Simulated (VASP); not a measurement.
Write the native input for VASP 6.6.1 that does the following.

```yaml
Task: single point
Functional: PBE
Potentials_or_basis: VASP PAW PBE potentials, release 64 (Ta_pv, N)
Cutoff: 520 eV
k_mesh: 7 × 7 × 7
Occupations: fermi-dirac, width 0.05 eV
Spin: non-collinear spin, zero start, spin-orbit coupling
Starting_moments: "[[0.0, 0.0, 0.0], [0.0, 0.0, 0.0]] μB"
Dipole_correction: no
Further_INCAR_settings: ALGO = Normal; EDIFF = 1e-06; NBANDS = 28
```

The structure of TaN lies in POSCAR:

```
TaN
1.0
    0.0000000000      2.2113230000      2.2113230000
    2.2113230000      0.0000000000      2.2113230000
    2.2113230000      2.2113230000      0.0000000000
Ta N
1 1
Direct
    0.5000000000      0.5000000000      0.5000000000
    0.0000000000      0.0000000000      0.0000000000
```

One way to write it, as run:

INCAR

```
SYSTEM = TaN
PREC     = Accurate       ! precision mode
ENCUT    = 520            ! plane-wave cutoff, eV
EDIFF    = 1E-6           ! SCF threshold, eV
ISMEAR   = -1             ! smearing method
SIGMA    = 0.05           ! smearing width, eV
LREAL    = .False.        ! projectors in reciprocal space
LASPH    = .True.         ! aspherical terms in the spheres
NELM     = 150            ! most SCF steps
ALGO     = Normal         ! electronic algorithm
ISIF     = 2              ! what is computed and relaxed
LWAVE    = .False.        ! write WAVECAR
LCHARG   = .False.        ! write CHGCAR
LNONCOLLINEAR= .True.         ! non-collinear magnetism
MAGMOM   = 0 0 0 0 0 0    ! initial moments
LORBIT   = 11             ! projections on sites
LSORBIT  = .True.         ! spin-orbit coupling
GGA_COMPAT= .False.      
LORBMOM  = .True.       
LMAXMIX  = 4              ! l up to which the mixer works
GGA      = PE             ! functional
NBANDS   = 28             ! bands
```

KPOINTS

```
regular mesh
0
Gamma
  7 7 7
  0 0 0
```

Potentials or basis: VASP PAW PBE potentials, release 64 (Ta_pv, N).

Run with:

```sh
$ cat potpaw_PBE.64/Ta_pv/POTCAR potpaw_PBE.64/N/POTCAR > POTCAR
$ mpirun -np 1 vasp_ncl > vasp.out
```

It gave:

| Property | Result |
| --- | --- |
| Pressure | 0.0 GPa |
| Net moment | 0.00 μB per cell |
| Valence electrons inside the program's atomic spheres | Ta 8.91; N 3.76 |

It took 14 s on 1 thread of Intel(R) Xeon(R) 6975P-C (Granite Rapids) (shared host), peak memory 0.19 GiB.
